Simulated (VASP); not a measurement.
Hf, 2 atoms in the cell. Symmetry: P6_3/mmc, No. 194, hexagonal system. The conventional cell has a = 3.309 Å, b = 3.309 Å, c = 5.238 Å, α = 90.00°, β = 90.00°, γ = 120.00°. Within 4.3 Å of Hf (site symmetry -6m2) lie 12 Hf at 3.24 to 3.31 Å.  This cell differs from its parent crystal: volume scaled by 1.08.

| Quantity | Value |
| --- | --- |
| Program | VASP 6.6.1 |
| Task | single point |
| Functional | revPBE |
| Potentials or basis | VASP PAW PBE potentials, release 64 (Hf_pv) |
| Cutoff | 520 eV |
| k mesh | 18 × 18 × 10 |
| Occupations | fermi-dirac, width 0.1 eV |
| Spin | no spin polarisation |
| Dipole correction | no |
| Further INCAR settings | ALGO = Normal; EDIFF = 1e-07; NBANDS = 17 |

Potentials or basis: VASP PAW PBE potentials, release 64 (Hf_pv).

Command:

```sh
$ cat potpaw_PBE.64/Hf_pv/POTCAR > POTCAR
$ mpirun -np 1 vasp_std > vasp.out
```

Hardware: 1 thread of AMD EPYC 7R13 Processor (Zen 3), with other jobs on the host.

Q: How long does it take, and how much memory?

A: It took 2.9 min on 1 thread of AMD EPYC 7R13 Processor (Zen 3), with other jobs on the host, peak memory 0.26 GiB. Counts: scf iterations 13, k points 222.
